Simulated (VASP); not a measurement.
# W (R-3m) in VASP: notebook

The runs below take W through single point, with PBE.

Everything below comes from runs of VASP 6.6.1. Logs are shortened: lines on timing, memory, paths and dates and some standing lists are left out, and cuts for length are marked.

## (1) The cell of the first run

The structure is trigonal, space group R-3m (No. 166). Conventional cell: a = 4.510 Å, b = 4.510 Å, c = 2.665 Å, α = 90.00°, β = 90.00°, γ = 120.00°. Within 3.5 Å of W (site symmetry -3m) lie 14 W at 2.67 to 3.15 Å.

## (2) Single point, PBE

INCAR reads:

```
SYSTEM = W
PREC = Accurate
ENCUT = 520
EDIFF = 1E-6
ISMEAR = 0
SIGMA = 0.15
LREAL = .False.
LASPH = .True.
NELM = 100
ALGO = Fast
ISIF = 2
LWAVE = .False.
LCHARG = .False.
GGA = PE
NBANDS = 13
```

KPOINTS reads:

```
regular mesh
0
Gamma
  20 20 20
  0 0 0
```

POSCAR reads:

```
W
1.0
   -1.6130211844      1.5759310891      1.5759310891
    1.5759310891     -1.6130211844      1.5759310891
    1.5759310891      1.5759310891     -1.6130211844
W
1
Direct
    0.0000000000      0.0000000000      0.0000000000
```

Potentials or basis: VASP PAW PBE potentials, release 64 (W_sv).

On the command line:

```console
$ cat potpaw_PBE.64/W_sv/POTCAR > POTCAR
$ mpirun -np 1 vasp_std > vasp.out
```

OUTCAR:

```text
SYSTEM = W
   PREC = Accurate
   ENCUT = 520
   EDIFF = 1E-6
   ISMEAR = 0
   LREAL = .False.
   LASPH = .True.
   NELM = 100
   ISIF = 2
   GGA = PE

 ion  position               nearest neighbor table
   1  0.000  0.000  0.000-

  LATTYP: Found a trigonal (rhomboedric) cell.
 ALAT       =     2.7511733745
 COS(alpha) =    -0.3435694476

  Lattice vectors:

 A1 = (  -1.6130211844,   1.5759310891,   1.5759310891)
 A2 = (   1.5759310891,  -1.6130211844,   1.5759310891)
 A3 = (   1.5759310891,   1.5759310891,  -1.6130211844)

Analysis of symmetry for initial positions (statically):
=====================================================================
 Subroutine PRICEL returns:
 Original cell was already a primitive cell.

 Routine SETGRP: Setting up the symmetry group for a
 trigonal (rhombohedral) supercell.

 Subroutine GETGRP returns: Found 12 space group operations
 (whereof 12 operations were pure point group operations)
 out of a pool of 12 trial point group operations.

The static configuration has the point symmetry D_3d.

Analysis of symmetry for dynamics (positions and initial velocities):
=====================================================================
 Subroutine PRICEL returns:
 Original cell was already a primitive cell.

 Routine SETGRP: Setting up the symmetry group for a
 trigonal (rhombohedral) supercell.

 Subroutine GETGRP returns: Found 12 space group operations
 (whereof 12 operations were pure point group operations)
 out of a pool of 12 trial point group operations.

The dynamic configuration has the point symmetry D_3d.

 Subroutine INISYM returns: Found 12 space group operations
 (whereof 12 operations are pure point group operations),
 and found     1 'primitive' translations

----------------------------------------------------------------------------------------

                                     Primitive cell

  volume of cell :      15.6491

  direct lattice vectors                    reciprocal lattice vectors
    -1.613021184  1.575931089  1.575931089     0.007558162  0.321140779  0.321140779
     1.575931089 -1.613021184  1.575931089     0.321140779  0.007558162  0.321140779
     1.575931089  1.575931089 -1.613021184     0.321140779  0.321140779  0.007558162

  length of vectors
     2.751173374  2.751173374  2.751173374     0.454224532  0.454224532  0.454224532

  position of ions in fractional coordinates (direct lattice)
     0.000000000  0.000000000  0.000000000

  ion indices of the primitive-cell ions
   primitive index   ion index
                 1           1

----------------------------------------------------------------------------------------

 KPOINTS: regular mesh

Automatic generation of k-mesh.
 Grid dimensions read from file:
 generate k-points for:   20   20   20

 Generating k-lattice:

  Cartesian coordinates                     Fractional coordinates (reciprocal lattice)
     0.000377908  0.016057039  0.016057039     0.050000000  0.000000000  0.000000000
     0.016057039  0.000377908  0.016057039     0.000000000  0.050000000  0.000000000
     0.016057039  0.016057039  0.000377908     0.000000000  0.000000000  0.050000000

  Length of vectors
     0.022711227  0.022711227  0.022711227

  Shift w.r.t. Gamma in fractional coordinates (k-lattice)
     0.000000000  0.000000000  0.000000000

 Subroutine IBZKPT returns following result:
 ===========================================

 Found    781 irreducible k-points:

 Following reciprocal coordinates:
            Coordinates               Weight
  0.000000  0.000000  0.000000      1.000000
  0.050000  0.000000  0.000000      6.000000
  0.100000  0.000000  0.000000      6.000000
  0.150000  0.000000  0.000000      6.000000
  0.200000  0.000000  0.000000      6.000000
  0.250000  0.000000  0.000000      6.000000
[... 16 lines left out ...]
 -0.400000  0.050000 -0.000000     12.000000
 -0.350000  0.050000 -0.000000     12.000000
 [... further k-points ...]
   k-points           NKPTS =    781   k-points in BZ     NKDIM =    781   number of bands    NBANDS=     13
   number of dos      NEDOS =    301   number of ions     NIONS =      1
   total plane-waves  NPLWV =   8000
   dimension x,y,z NGX =    20 NGY =   20 NGZ =   20
   dimension x,y,z NGXF=    40 NGYF=   40 NGZF=   40
   ions per type =               1
   NGX,Y,Z   is equivalent  to a cutoff of  12.09, 12.09, 12.09 a.u.
   NGXF,Y,Z  is equivalent  to a cutoff of  24.17, 24.17, 24.17 a.u.
 SYSTEM =  W
   PREC   = accura    normal or accurate (medium, high low for compatibility)
   ISTART =      0    job   : 0-new  1-cont  2-samecut
   ICHARG =      2    charge: 1-file 2-atom 10-const
   ISPIN  =      1    spin polarized calculation?
   LNONCOLLINEAR =      F non collinear calculations
   LSORBIT =      F    spin-orbit coupling
   LASPH  =      T    aspherical Exc in radial PAW
   ENCUT  =  520.0 eV  38.22 Ry    6.18 a.u.   5.12  5.12  5.12*2*pi/ulx,y,z
   NELM   =    100;   NELMIN=  2; NELMDL= -5     # of ELM steps
   EDIFF  = 0.1E-05   stopping-criterion for ELM
   LREAL  =      F    real-space projection
   EDIFFG = 0.1E-04   stopping-criterion for IOM
   NSW    =      0    number of steps for IOM
   IBRION =     -1    ionic relax: 0-MD 1-quasi-New 2-CG
   NFREE  =      0    steps in history (QN), initial steepest desc. (CG)
   ISIF   =      2    stress and relaxation
   ISYM   =      2    0-nonsym 1-usesym 2-fastsym
   POTIM  = 0.5000    time-step for ionic-motion
   TEBEG  =    0.0;   TEEND  =   0.0 temperature during run
   PSTRESS=    0.0 pullay stress
   NELECT =      14.0000    total number of electrons
   NUPDOWN=      -1.0000    fix difference up-down
   EMIN   =  10.00;   EMAX   =-10.00  energy-range for DOS
   EFERMI =   0.00;   METHOD = LEGACY
   ISMEAR =     0;   SIGMA  =   0.15  broadening in eV -4-tet -1-fermi 0-gaus
   EFERMI_NEDOS =   21; number of points for ismear=-14 and -15
   IALGO  =     68    algorithm
   IMIX   =      4    mixing-type and parameters
     AMIX     =   0.40;   BMIX     =  1.00
     AMIX_MAG =   1.60;   BMIX_MAG =  1.00
  volume/ion in A,a.u.               =      15.65       105.61
  Fermi-wavevector in a.u.,A,eV,Ry     =   1.577445  2.980939 33.855825  2.488333
  Thomas-Fermi vector in A             =   2.678126
   LORBIT       =      0    0 simple, 1 ext, 2 COOP (PROOUT), +10 PAW based schemes
   GGA     = PE    functional components
   LHFCALC =     F    Hartree Fock is set to
   AEXX    =    0.0000 exact exchange contribution
   IVDW    =     0    specifies the selected vdW correction
   LEPSILON=     F    determine dielectric tensor
   LRPA    =     F    only Hartree local field effects (RPA)
 non-spin polarized calculation
 RMM-DIIS sequential band-by-band and
 Gauss-broadening in eV      SIGMA  =   0.15
  energy-cutoff  :      520.00
  volume of cell :       15.65
 maximum number of plane-waves:       435
   NGX = 11   NGY = 11   NGZ = 11

 number of electron      14.0000000 magnetization

 Free energy of the ion-electron system (eV)
  ---------------------------------------------------
  ext. energy  EPLUGINS =         0.00000000
  ---------------------------------------------------
  free energy    TOTEN  =       -12.92955891 eV

  energy without entropy =      -12.92567997  energy(sigma->0) =      -12.92761944

 E-fermi :  11.6744     XC(G=0): -13.7129

 val. band max:       11.6724663425   @ k =  -0.1000  -0.1500   0.0500
 cond. band min:      11.6895753154   @ k =  -0.2000   0.5000   0.2000
 fundamental gap:      0.0171089729
 Fermi energy:        11.6744138689

 k-point     1 :       0.0000    0.0000    0.0000
  band No.  band energies     occupation
      1     -62.5390      2.00000
      2     -26.1197      2.00000
      3     -26.1197      2.00000
      4     -25.9950      2.00000
      5       1.9247      2.00000
      6       9.9525      2.00000
      7      10.5610      2.00000
      8      10.5610      2.00000
      9      13.9658      0.00000
     10      13.9658      0.00000
     11      25.7419      0.00000
     12      26.4071      0.00000
     13      26.4071      0.00000

 k-point     2 :       0.0500    0.0000    0.0000
  band No.  band energies     occupation
      1     -62.5352      2.00000
      2     -26.1381      2.00000
      3     -26.1196      2.00000
      4     -26.0269      2.00000
      5       2.0519      2.00000
      6      10.0352      2.00000
      7      10.4817      2.00000
      8      10.6034      2.00000
      9      13.8097      0.00000
     10      13.9544      0.00000
     11      25.8838      0.00000
     12      26.6082      0.00000
     13      26.7380      0.00000

 k-point     3 :       0.1000    0.0000    0.0000
  band No.  band energies     occupation
      1     -62.5241      2.00000
      2     -26.2075      2.00000
      3     -26.1191      2.00000
      4     -26.1021      2.00000
      5       2.4215      2.00000
      6      10.1874      2.00000
      7      10.2589      2.00000
      8      10.8005      2.00000
      9      13.4443      0.00000
     10      13.9295      0.00000
     11      26.2543      0.00000
     12      27.2056      0.00000
     13      27.6082      0.00000

 k-point     4 :       0.1500    0.0000    0.0000
  band No.  band energies     occupation
      1     -62.5069      2.00000
      2     -26.3547      2.00000
      3     -26.1768      2.00000
      4     -26.1184      2.00000
      5       2.9957      2.00000
      6       9.9317      2.00000
      7      10.1877      2.00000
      8      11.3058      1.99949
      9      13.1009      0.00000
     10      13.9128      0.00000
     11      26.6822      0.00000
     12      28.1665      0.00000
     13      28.6632      0.00000

 k-point     5 :       0.2000    0.0000    0.0000
  band No.  band energies     occupation
      1     -62.4851      2.00000
      2     -26.5557      2.00000
      3     -26.2497      2.00000
      4     -26.1176      2.00000
      5       3.7034      2.00000
      6       9.5488      2.00000
      7      10.0229      2.00000
      8      12.0953      0.00007
      9      12.9724      0.00000
     10      13.9279      0.00000
     11      26.8342      0.00000
     12      29.2184      0.00000
     13      29.4279      0.00000

 k-point     6 :       0.2500    0.0000    0.0000
  band No.  band energies     occupation
      1     -62.4609      2.00000
      2     -26.7775      2.00000
      3     -26.3246      2.00000
      4     -26.1167      2.00000
      5       4.4247      2.00000
      6       9.1566      2.00000
      7       9.8670      2.00000
      8      13.0749      0.00000
      9      13.1059      0.00000
     10      13.9910      0.00000
     11      26.3892      0.00000
     12      28.6057      0.00000
     13      30.9219      0.00000

 k-point     7 :       0.3000    0.0000    0.0000
  band No.  band energies     occupation
      1     -62.4366      2.00000
      2     -26.9948      2.00000
      3     -26.3971      2.00000
      4     -26.1159      2.00000
      5       4.9907      2.00000
      6       8.7927      2.00000
      7       9.9680      2.00000
      8      13.3323      0.00000
      9      14.1056      0.00000
     10      14.2613      0.00000
     11      25.5040      0.00000
     12      27.2597      0.00000
     13      32.5979      0.00000
[... 193 lines left out ...]
 k-point    20 :       0.4500    0.0500    0.0000
  band No.  band energies     occupation
      1     -62.3819      2.00000
      2     -27.4483      2.00000
      3     -26.5586      2.00000
      4     -26.1269      2.00000
      5       5.3851      2.00000
      6       8.0923      2.00000
      7      12.1647      0.00000
      8      13.6629      0.00000
      9      14.7422      0.00000
     10      18.0810      0.00000
     11      23.1394      0.00000
     12      23.3634      0.00000
     13      28.6353      0.00000

 k-point    21 :       0.5000    0.0500    0.0000
  band No.  band energies     occupation
      1     -62.3826      2.00000
      2     -27.4402      2.00000
      3     -26.5617      2.00000
      4     -26.1277      2.00000
      5       5.3833      2.00000
      6       8.0937      2.00000
      7      12.1954      0.00000
      8      13.6555      0.00000
      9      14.7522      0.00000
     10      18.0332      0.00000
     11      23.1112      0.00000
     12      23.3260      0.00000
     13      28.6818      0.00000

 k-point    22 :      -0.4500    0.0500   -0.0000
  band No.  band energies     occupation
      1     -62.3908      2.00000
      2     -27.3704      2.00000
      3     -26.5417      2.00000
      4     -26.1287      2.00000
      5       5.4135      2.00000
      6       8.1888      2.00000
      7      11.5623      1.70971
      8      13.7416      0.00000
      9      14.6149      0.00000
     10      17.3177      0.00000
     11      23.4833      0.00000
     12      23.9308      0.00000
     13      29.5954      0.00000

 k-point    23 :      -0.4000    0.0500   -0.0000
  band No.  band energies     occupation
      1     -62.4057      2.00000
      2     -27.2450      2.00000
      3     -26.4998      2.00000
      4     -26.1297      2.00000
      5       5.4116      2.00000
      6       8.3720      2.00000
      7      10.7394      2.00000
      8      13.6325      0.00000
      9      14.4489      0.00000
     10      16.2133      0.00000
     11      24.1666      0.00000
     12      25.0866      0.00000
     13      31.0214      0.00000

 k-point    24 :      -0.3500    0.0500   -0.0000
  band No.  band energies     occupation
      1     -62.4258      2.00000
      2     -27.0749      2.00000
      3     -26.4388      2.00000
      4     -26.1307      2.00000
      5       5.2486      2.00000
      6       8.6337      2.00000
      7      10.0717      2.00000
      8      13.3565      0.00000
      9      14.3142      0.00000
     10      14.9912      0.00000
     11      25.0757      0.00000
     12      26.5400      0.00000
     13      32.6023      0.00000

 [... further k-points ...]
[... 5 lines left out ...]
  --------------------------------------------------------------------------------------
  -------------------------------------------------------------------------------------
  Total        1.0538326      1.0538326      1.0538326      0.4147673      0.4147673      0.4147673
  in kB      107.8927908    107.8927908    107.8927908     42.4644304     42.4644304     42.4644304
  external PRESSURE =     107.8927908 kB  Pullay stress =       0.0000000 kB

 VOLUME and BASIS-vectors are now :
 -----------------------------------------------------------------------------
  energy-cutoff  :      520.00
  volume of cell :       15.65
      direct lattice vectors                 reciprocal lattice vectors
    -1.613021184  1.575931089  1.575931089     0.007558162  0.321140779  0.321140779
     1.575931089 -1.613021184  1.575931089     0.321140779  0.007558162  0.321140779
     1.575931089  1.575931089 -1.613021184     0.321140779  0.321140779  0.007558162

 POSITION                                       TOTAL-FORCE (eV/Angst)
 -----------------------------------------------------------------------------------
      0.00000      0.00000      0.00000        -0.000000      0.000000      0.000000
 -----------------------------------------------------------------------------------
    total drift:                                0.000000     -0.000000      0.000000

  FREE ENERGIE OF THE ION-ELECTRON SYSTEM (eV)
  ---------------------------------------------------
  free  energy   TOTEN  =       -12.9295589117 eV

  energy  without entropy=      -12.9256799660  energy(sigma->0) =      -12.92761944
```

Wall time 94 s (1 thread of Intel Xeon 6975P-C (Granite Rapids), shared host); peak memory 0.24 GiB.

What came out:

- Free energy: -12.9296 eV
- Pressure: 10.8 GPa
- Band gap on the k mesh: zero (bands 7 and 8 overlap by 6.15 eV)

Stress tensor (GPa, compression positive):
```
10.79  4.25  4.25
 4.25 10.79  4.25
 4.25  4.25 10.79
```

Levels at points of the mesh, in eV from the Fermi level:
```tsv
k point	band 3	band 4	band 5	band 6	band 7	band 8	band 9	band 10	band 11	band 12
(0.00, 0.00, 0.00)	-37.79	-37.67	-9.75	-1.72	-1.11	-1.11	2.29	2.29	14.07	14.73
(0.50, 0.00, 0.00)	-38.23	-37.79	-6.38	-3.61	0.89	1.99	2.93	6.34	11.30	11.65
(0.50, 0.50, 0.00)	-38.16	-37.72	-6.43	-3.76	0.48	2.34	3.35	6.06	10.92	11.63
(0.50, 0.50, 0.50)	-38.64	-38.64	-5.98	-5.98	4.95	4.95	5.73	8.17	8.17	8.63
```

Caveat: the cell stands under pressure; spin-orbit coupling is left out, which moves the levels of the heavy elements.

## (3) Single point, PBE

INCAR reads:

```
PREC = Accurate
ENCUT = 520
EDIFF = 1E-7
ISMEAR = 0
SIGMA = 0.15
LREAL = F
LASPH = T
NELM = 100
ALGO = Fast
ISIF = 2
LWAVE = F
LCHARG = T
GGA = PE
LELF = T
LVHAR = T
NBANDS = 13
```

KPOINTS reads:

```
regular mesh
0
Gamma
  20 20 20
```

POSCAR reads:

```
W
1.0
   -1.6502704647      1.5759310891      1.5759310891
    1.5759310891     -1.6502704647      1.5759310891
    1.5759310891      1.5759310891     -1.6502704647
W
1
Direct
    0.0000000000      0.0000000000      0.0000000000
```

Potentials or basis: VASP PAW PBE potentials, release 64 (W_sv).

On the command line:

```console
$ cat potpaw_PBE.64/W_sv/POTCAR > POTCAR
$ mpirun -np 1 vasp_std > vasp.out
```

It took 2.3 min on 1 thread of Intel Xeon 6975P-C (Granite Rapids), shared host; peak memory 0.27 GiB.

The run converged. Its results:

```yaml
Free_energy: -12.8809 eV
Pressure: 12.4 GPa
Band_gap_on_the_k_mesh: zero (bands 7 and 8 overlap by 5.79 eV)
```

Stress tensor (GPa, compression positive):
```
12.36  9.29  9.29
 9.29 12.36  9.29
 9.29  9.29 12.36
```

Levels at points of the mesh, in eV from the Fermi level:
| k point | band 4 | band 5 | band 6 | band 7 | band 8 | band 9 | band 10 | band 11 |
| --- | --- | --- | --- | --- | --- | --- | --- | --- |
| (0.00, 0.00, 0.00) | -37.57 | -9.76 | -2.17 | -1.01 | -1.01 | 2.43 | 2.43 | 13.63 |
| (0.50, 0.00, 0.00) | -37.81 | -6.37 | -3.57 | 1.11 | 1.85 | 2.68 | 6.37 | 11.14 |
| (0.50, 0.50, 0.00) | -37.63 | -6.47 | -3.89 | 0.29 | 2.59 | 3.57 | 5.90 | 10.57 |
| (0.50, 0.50, 0.50) | -38.60 | -6.01 | -6.01 | 4.68 | 4.68 | 6.19 | 8.05 | 8.05 |

Caveat: the cell stands under pressure; spin-orbit coupling is left out, which moves the levels of the heavy elements.

## (4) Single point, PBE

This run uses another cell than the first one, of the same volume but with other edges.

INCAR reads:

```
PREC = Accurate
ENCUT = 520
EDIFF = 1E-6
ISMEAR = 0
SIGMA = 0.15
LREAL = F
LASPH = T
NELM = 100
ALGO = Fast
ISIF = 2
LWAVE = F
LCHARG = F
GGA = PE
NBANDS = 13
```

KPOINTS is that of step 3.

POSCAR reads:

```
W
1.0
   -1.5015917134      1.5759310891      1.5759310891
    1.5759310891     -1.5015917134      1.5759310891
    1.5759310891      1.5759310891     -1.5015917134
W
1
Direct
    0.0000000000      0.0000000000      0.0000000000
```

On the command line:

```console
$ cat potpaw_PBE.64/W_sv/POTCAR > POTCAR
$ mpirun -np 1 vasp_std > vasp.out
```

Run time: 1.7 min. Hardware: 1 thread of Intel Xeon 6975P-C (Granite Rapids), shared host; peak memory 0.25 GiB.

Results (log left out):

| Property | Result |
| --- | --- |
| Free energy | -12.8940 eV |
| Pressure | 12.1 GPa |
| Band gap on the k mesh | zero (bands 7 and 8 overlap by 5.10 eV) |

Stress tensor (GPa, compression positive):
```
12.09 -6.55 -6.55
-6.55 12.09 -6.55
-6.55 -6.55 12.09
```

Levels at points of the mesh, in eV from the Fermi level:
```csv
k point,band 5,band 6,band 7,band 8,band 9,band 10
"(0.00, 0.00, 0.00)",-9.76,-1.82,-1.82,-0.47,2.38,2.38
"(0.50, 0.00, 0.00)",-6.45,-3.82,0.31,2.48,3.46,5.72
"(0.50, 0.50, 0.00)",-6.40,-3.64,1.08,1.94,2.77,6.56
"(0.50, 0.50, 0.50)",-6.01,-6.01,4.06,5.76,5.76,7.78
```

Caveat: the cell stands under pressure; spin-orbit coupling is left out, which moves the levels of the heavy elements.

## (5) Summary

```csv
cell,further INCAR settings,gap on the mesh (eV),pressure (GPa)
"a = 2.751 Å, angles 110.1°, 1 atom",ALGO = Fast; EDIFF = 1e-06; NBANDS = 13,none,10.8
"a = 2.773 Å, angles 110.7°, 1 atom",ALGO = Fast; EDIFF = 1e-07; NBANDS = 13,none,12.4
"a = 2.687 Å, angles 108.1°, 1 atom",ALGO = Fast; EDIFF = 1e-06; NBANDS = 13,none,12.1
```

Alike in all rows: task single point; level PBE; potentials or basis VASP PAW PBE potentials, release 64 (W_sv); no spin polarisation; k mesh 20 × 20 × 20; cutoff (eV) 520; smearing gaussian 0.15 eV.

Caveats: the cell stands under pressure; spin-orbit coupling is left out, which moves the levels of the heavy elements.

Absolute energies hang on the potentials; compare differences alone.
